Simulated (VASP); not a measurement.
YTl2OsC6N6:

```
Y Tl Os C N
1.0
     0.00000    5.27600    5.27600
     5.27600    0.00000    5.27600
     5.27600    5.27600    0.00000
Y Tl Os C N
1 2 1 6 6
Direct
  0.50000 0.50000 0.50000
  0.25000 0.25000 0.25000
  0.75000 0.75000 0.75000
  0.00000 0.00000 0.00000
  0.82032 0.17968 0.17968
  0.17968 0.82032 0.17968
  0.17968 0.17968 0.82032
  0.17968 0.82032 0.82032
  0.82032 0.17968 0.82032
  0.82032 0.82032 0.17968
  0.70944 0.29056 0.29056
  0.29056 0.70944 0.29056
  0.29056 0.29056 0.70944
  0.29056 0.70944 0.70944
  0.70944 0.29056 0.70944
  0.70944 0.70944 0.29056
```

| Property | Result |
| --- | --- |
| Program | VASP 6.6.1 |
| Task | relaxation of cell and atoms |
| Functional | PBE |
| Potentials or basis | VASP PAW PBE potentials, release 64 (Y_sv, Tl_d, Os, C, N) |
| Cutoff | 600 eV |
| k mesh | 4 × 4 × 4 |
| Occupations | gaussian, width 0.1 eV |
| Spin | collinear spin |
| Starting moments | [0.0, 0.0, 0.0, 1.0, 0.0, 0.0, 0.0, 0.0, 0.0, 0.0, 0.0, 0.0, 0.0, 0.0, 0.0, 0.0] μB |

At the start: pressure 14.8 GPa; volume 18.36 Å³/atom.

Question: How do energy, volume and symmetry change on relaxing?

Answer: Over 12 steps the energy falls by 129.2 meV/atom and the volume is 21.44 Å³/atom (+16.8 %); space group Fm-3m (No. 225, to 0.1 Å) before and after; moment 0.00 μB per cell.

Step by step:
```tsv
step	energy change (eV)	largest force (eV/Å)	pressure (GPa)	volume (Å³)
1	0.0000	1.9543	14.82	293.73
2	-1.0215	3.6473	-2.93	371.97
3	-1.9005	2.1642	2.41	334.92
4	3.4706	9.6490	-12.10	370.00
5	-1.9880	0.9311	-0.20	338.41
6	-1.9931	0.6082	0.21	337.76
7	-1.9934	0.5194	0.28	337.58
8	-2.0494	0.2746	0.05	340.38
9	-2.0675	0.0682	-0.13	342.90
10	-2.0678	0.0431	-0.15	343.22
11	-2.0649	0.3425	0.35	342.27
12	-2.0679	0.0399	-0.07	343.06
```

Final structure:
```cif
data_structure
_symmetry_space_group_name_H-M 'P 1'
_symmetry_Int_Tables_number 1
_cell_length_a 7.8577
_cell_length_b 7.8577
_cell_length_c 7.8577
_cell_angle_alpha 60.000
_cell_angle_beta 60.000
_cell_angle_gamma 60.000
_cell_volume 343.06
loop_
_atom_site_label
_atom_site_type_symbol
_atom_site_fract_x
_atom_site_fract_y
_atom_site_fract_z
_atom_site_occupancy
Y1 Y 0.50000 0.50000 0.50000 1
Tl1 Tl 0.25000 0.25000 0.25000 1
Tl2 Tl 0.75000 0.75000 0.75000 1
Os1 Os 0.00000 0.00000 0.00000 1
C1 C 0.81810 0.18190 0.18190 1
C2 C 0.18190 0.81810 0.18190 1
C3 C 0.18190 0.18190 0.81810 1
C4 C 0.18190 0.81810 0.81810 1
C5 C 0.81810 0.18190 0.81810 1
C6 C 0.81810 0.81810 0.18190 1
N1 N 0.71168 0.28832 0.28832 1
N2 N 0.28832 0.71168 0.28832 1
N3 N 0.28832 0.28832 0.71168 1
N4 N 0.28832 0.71168 0.71168 1
N5 N 0.71168 0.28832 0.71168 1
N6 N 0.71168 0.71168 0.28832 1
```

Caveat: the volume moved by over 15 % at a fixed basis, so the end points are rough.
